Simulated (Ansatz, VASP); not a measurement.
# Pd in VASP and in Ansatz

```
CELL_PARAMETERS angstrom
0.00000 2.67843 2.67843
2.67843 0.00000 2.67843
2.67843 2.67843 0.00000
ATOMIC_POSITIONS crystal
Pd 0.87500 0.87500 0.87500
Pd 0.12500 0.12500 0.12500
```

Change from the starting cell: shortest bond scaled by 1, PAW files.

Alike in both runs: task electric field gradients; functional r2SCAN; k mesh 10 × 10 × 10; occupations fermi-dirac, width 0.05 eV; no spin polarisation.

|  | VASP | Ansatz |
| --- | --- | --- |
| version | VASP 6.6.1 | Ansatz 0.2.0 |
| potentials or method | VASP PAW PBE potentials, release 64 (Pd) | PAW with Ansatz's default frozen-core files, scalar-relativistic |
| plane-wave cutoff (eV) | 440 | 500 |
| valence electrons in the cell | 20 | 36 |

VASP gave:

* pressure (GPa): 27.3

Q: Which values does Ansatz return?

A: Pressure (GPa): 27.7.

VASP's potentials were made for PBE, not for r2SCAN. The functional is the same, so the differences come from potentials, cutoffs and numerics. VASP's potentials hold 20 valence electrons a cell and Ansatz's 36, so a difference there can come from the potentials and not from the codes.
